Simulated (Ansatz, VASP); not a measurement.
Two plane-wave programs on Hf5H

File INCAR:

```
PREC = Accurate
ENCUT = 520
EDIFF = 1E-6
ISMEAR = 0
SIGMA = 0.1
LREAL = False
LASPH = True
NELM = 60
ALGO = Normal
ISIF = 2
LWAVE = False
LCHARG = True
LDIPOL = True
IDIPOL = 3
DIPOL = 0.5 0.5 0.313
GGA = PE
IVDW = 12
LELF = True
LVHAR = True
LVACPOTAV = True
NBANDS = 34
```

The input KPOINTS:

```
Automatic mesh
0
Gamma
  6 6 1
```

POSCAR

```
Hf5H
1.0
    4.9564149667      0.0000000000      0.0000000000
   -2.4782074834      4.2923812729      0.0000000000
    0.0000000000      0.0000000000     21.1328376004
Hf H
5 1
Direct
    0.6666666667      0.3333333333      0.1892788879
    0.3333333333      0.6666666667      0.2371533849
    0.0000000000      0.0000000000      0.2763383880
    0.6666666667      0.3333333333      0.3164267596
    0.3333333333      0.6666666667      0.3706476976
    0.3333333333      0.6666666667      0.4889470026
```

Input for Ansatz:

```yaml
crystal:
  lattice:
    - [4.9564149667, 0.0, 0.0]
    - [-2.4782074834, 4.2923812729, 0.0]
    - [0.0, 0.0, 21.1328376004]
  atoms:
    - { symbol: Hf, position: [0.6666666667, 0.3333333333, 0.1892788879] }
    - { symbol: Hf, position: [0.3333333333, 0.6666666667, 0.2371533849] }
    - { symbol: Hf, position: [0.0, 0.0, 0.276338388] }
    - { symbol: Hf, position: [0.6666666667, 0.3333333333, 0.3164267596] }
    - { symbol: Hf, position: [0.3333333333, 0.6666666667, 0.3706476976] }
    - { symbol: H, position: [0.3333333333, 0.6666666667, 0.4889470026] }
basis:
  ecutwfc: 420
kpoints:
  mp_grid: { grid: [6, 6, 1] }
hamiltonian:
  xc: pbe
  dispersion: d3bj
scf:
  occupations: { method: gaussian, width: 0.1 }
output:
  forces: true
  eigenvalues: true
efield:
  axis: 3
  dipole_correction: true
  ramp_width: 0.04
```

Alike in both runs: task single point; functional PBE; dispersion D3(BJ); k mesh 6 × 6 × 1; occupations gaussian, width 0.1 eV; no spin polarisation.

|  | VASP | Ansatz |
| --- | --- | --- |
| version | VASP 6.6.1 | Ansatz 0.2.0 |
| potentials or method | VASP PAW PBE potentials, release 64 (Hf_pv, H), cutoff 520 eV | scalar-relativistic, plane waves, PAW |
| valence electrons in the cell | 51 | 131 |

Ansatz gave:

* gap on the k mesh at the Fermi level (eV): none
* rms of the force components (eV/Å): 0.797
* work function, face that differs most (eV): 6.58

Question: Estimate VASP's values.

Answer: gap on the k mesh at the Fermi level (eV): none; rms of the force components (eV/Å): 0.784; work function, face that differs most (eV): 6.58.

Atom by atom the forces differ by 0.033 eV/Å (rms over components). A gap of «none» marks a metal or a gap that the smearing closes. VASP's potentials hold 51 valence electrons a cell and Ansatz's 131, so a difference there can come from the potentials and not from the codes.

Neither program's run includes spin-orbit coupling.
